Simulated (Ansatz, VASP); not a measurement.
# BiB in VASP and in Ansatz

INCAR

```
PREC = Accurate
ENCUT = 500
EDIFF = 1E-6
ISMEAR = 0
SIGMA = 0.001
LREAL = F
LASPH = T
NELM = 120
ALGO = Normal
ISIF = 2
LWAVE = F
LCHARG = F
GGA = PS
NBANDS = 16
GGA_COMPAT = F
```

The input KPOINTS:

```
regular mesh
0
Gamma
  6 6 6
```

File POSCAR:

```
BiB
1.0
    0.0000000000      2.6268329274      2.6268329274
    2.6268329274      0.0000000000      2.6268329274
    2.6268329274      2.6268329274      0.0000000000
B Bi
1 1
Direct
    0.0000000000      0.0000000000      0.0000000000
    0.5000000000      0.5000000000      0.5000000000
```

Input for Ansatz:

```yaml
crystal:
  lattice:
    - [0.0, 2.6268329274, 2.6268329274]
    - [2.6268329274, 0.0, 2.6268329274]
    - [2.6268329274, 2.6268329274, 0.0]
  atoms:
    - { symbol: B, position: [0.0, 0.0, 0.0] }
    - { symbol: Bi, position: [0.5, 0.5, 0.5] }
kpoints:
  mp_grid: { grid: [6, 6, 6] }
hamiltonian:
  xc: pbesol
scf:
  occupations: { method: gaussian, width: 0.001 }
  n_extra_bands: 4
output:
  forces: true
  stress: true
  eigenvalues: true
```

Alike in both runs: task single point; functional PBEsol; k mesh 6 × 6 × 6; occupations gaussian, width 0.001 eV; no spin polarisation.

```csv
,VASP,Ansatz
version,VASP 6.6.1,Ansatz 0.2.0
potentials or method,"VASP PAW PBE potentials, release 64 (B, Bi_d)",plane waves
plane-wave cutoff (eV),500,420
valence electrons in the cell,18,18
```

```tsv
	VASP	Ansatz	Ansatz less VASP
pressure (GPa)	-2.1	-2.1	+0.03
```

VASP's potentials were made for PBE, not for PBEsol.

Spin-orbit coupling is off throughout.
